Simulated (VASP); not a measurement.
Here is a VASP 6.6.1 calculation.

INCAR

```
  ALGO = Normal
  EDIFF = 1E-7
  EDIFFG = -0.005
  ENCUT = 600
  GGA = PS
  IBRION = 2
  ISIF = 3
  ISMEAR = -1
  LASPH = True
  LCHARG = False
  LREAL = False
  LWAVE = False
  NELM = 100
  NSW = 80
  PREC = Accurate
  SIGMA = 0.02
```

KPOINTS

```
k-points
0
Gamma
  6 6 6
```

File POSCAR:

```
KCl
1.0
    0.0000000000      3.1888501448      3.1888501448
    3.1888501448      0.0000000000      3.1888501448
    3.1888501448      3.1888501448      0.0000000000
K Cl
1 1
Direct
    0.0000000000      0.0000000000      0.0000000000
    0.5000000000      0.5000000000      0.5000000000
```

Potentials or basis: VASP PAW PBE potentials, release 64 (K_sv, Cl).

Launch:

```sh
$ cat potpaw_PBE.64/K_sv/POTCAR potpaw_PBE.64/Cl/POTCAR > POTCAR
$ mpirun -np 1 vasp_std > vasp.out
```

Estimate the relaxed volume.

30.56 Å³/atom.

Estimate the relaxed cell.

a = 4.421 Å, b = 4.421 Å, c = 4.421 Å, α = 60.00°, β = 60.00°, γ = 60.00°.

Estimate the band gap on the k mesh.

5.08 eV.

Step by step:
| step | energy change (eV) | largest force (eV/Å) | pressure (GPa) | volume (Å³) |
| --- | --- | --- | --- | --- |
| 1 | 0.0000 | 0.0000 | -0.94 | 64.85 |
| 2 | -0.0083 | 0.0000 | -0.54 | 63.08 |
| 3 | -0.0116 | 0.0000 | -0.06 | 61.34 |
| 4 | -0.0117 | 0.0000 | 0.00 | 61.12 |

Caveat: the PAW data sets were made with another functional, which shifts forces and pressure a little.
